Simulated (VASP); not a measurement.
Wanted: the native input for a VASP 6.6.1 run.

| Quantity | Value |
| --- | --- |
| Task | single point |
| Functional | LDA |
| Potentials or basis | VASP PAW LDA potentials, release 64 (Mn_sv, O_h) |
| Cutoff | 1340 eV |
| k mesh | 7 × 7 × 7 |
| Occupations | gaussian, width 0.05 eV |
| Spin | collinear spin, ferromagnetic start |
| Starting moments | [3.0, 0.0, 0.0] μB |
| Hubbard terms | Mn d U = 4.0 eV |
| Dipole correction | no |
| Further INCAR settings | ALGO = Normal; EDIFF = 1e-06; NBANDS = 24 |

The structure of MnO2 lies in POSCAR:

```
MnO2
1.0
    0.0000000000      2.3128744900      2.3128744900
    2.3128744900      0.0000000000      2.3128744900
    2.3128744900      2.3128744900      0.0000000000
Mn O
1 2
Direct
    0.0000000000      0.0000000000      0.0000000000
    0.2500000000      0.2500000000      0.2500000000
    0.7500000000      0.7500000000      0.7500000000
```

One way to write it, as run:

INCAR

```
SYSTEM = MnO2
ALGO = Normal
EDIFF = 1E-6
ENCUT = 1340
GGA_COMPAT = .FALSE.
ISIF = 2
ISMEAR = 0
ISPIN = 2
LASPH = .TRUE.
LCHARG = .FALSE.
LDAU = .TRUE.
LDAUJ = 0 0
LDAUL = 2 -1
LDAUPRINT = 1
LDAUTYPE = 2
LDAUU = 4 0
LMAXMIX = 4
LORBIT = 11
LREAL = .FALSE.
LWAVE = .FALSE.
MAGMOM = 3 0 0
NBANDS = 24
NELM = 200
PREC = Accurate
SIGMA = 0.05
```

KPOINTS

```
k-points
0
G
  7 7 7
  0 0 0
```

Potentials or basis: VASP PAW LDA potentials, release 64 (Mn_sv, O_h).

Command:

```bash
$ cat potpaw_LDA.64/Mn_sv/POTCAR potpaw_LDA.64/O_h/POTCAR > POTCAR
$ mpirun -np 1 vasp_std > vasp.out
```

Results of the run:

The pressure is 15.2 GPa. The band gap on the k mesh is zero (filled and empty bands overlap) and the net moment is 3.00 μB per cell. The site moments are Mn +3.40; O -0.18 μB. The valence electrons inside the program's atomic spheres are Mn 12.74; O 3.36.

Caveat: the cell stands under pressure; a cell with one magnetic atom can't hold antiferromagnetic order, which such compounds often take.

It took 70 s on 1 thread of Intel(R) Xeon(R) 6975P-C (Granite Rapids), with other jobs on the host, peak memory 0.25 GiB.
